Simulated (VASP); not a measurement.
MgS:

```
CELL_PARAMETERS angstrom
0.00000 2.60152 2.60152
2.45583 0.00000 2.60152
2.45583 2.60152 0.00000
ATOMIC_POSITIONS crystal
Mg 0.00000 0.00000 0.00000
S 0.50000 0.50000 0.50000
```

This cell differs from its parent crystal: uniaxial x strain -5.6%.

Base run:

```yaml
Program: VASP 6.6.1
Functional: r2SCAN
Potentials_or_basis: VASP PAW PBE potentials, release 64 (Mg, S)
Cutoff: 520 eV
k_mesh: 8 × 8 × 8
Occupations: gaussian, width 0.01 eV
Spin: no spin polarisation
```

Its results: band gap on the k mesh 3.29 eV (least direct gap 5.02 eV); pressure 5.3 GPa.

Task: The run is repeated on the same cell with these changes: functional from r2SCAN to PBE; occupations from gaussian, width 0.01 eV to fermi-dirac, width 0.02 eV. What comes out?

Result: Band gap on the k mesh 2.64 eV (least direct gap 4.09 eV); pressure 6.6 GPa.

Caveats: the stress differs along the axes, from 2 to 11 GPa (at least some runs); the PAW data sets were made with another functional, which shifts forces and pressure a little (at least some runs); the stress differs along the axes, from 4 to 13 GPa (at least some runs).

A k mesh can miss the band edges.
